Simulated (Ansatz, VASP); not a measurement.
# TiCo: VASP beside Ansatz

```
Ti Co
1.0
     2.93148    0.00000    0.00000
     0.00000    2.93148    0.00000
     0.00000    0.00000    2.93148
Ti Co
1 1
Direct
  0.00000 0.00000 0.00000
  0.50000 0.50000 0.50000
```

Alike in both runs: task single point; functional PBE; k mesh 16 × 16 × 16; occupations gaussian, width 0.05 eV; no spin polarisation.

|  | VASP | Ansatz |
| --- | --- | --- |
| version | VASP 6.6.1 | Ansatz 0.2.0 |
| potentials or method | VASP PAW PBE potentials, release 64 (Ti_sv, Co), cutoff 520 eV | scalar-relativistic, plane waves, PAW |
| valence electrons in the cell | 21 | 29 |

Ansatz gave:

* gap on the k mesh at the Fermi level (eV): none
* pressure (GPa): 7.9

Question: What did VASP give for the same quantities?

Answer: gap on the k mesh at the Fermi level (eV): none; pressure (GPa): 7.3.

A gap of «none» marks a metal or a gap that the smearing closes. With one functional, cell and mesh, what is left measures potentials, basis and numerics. VASP's potentials hold 21 valence electrons a cell and Ansatz's 29, so a difference there can come from the potentials and not from the codes.
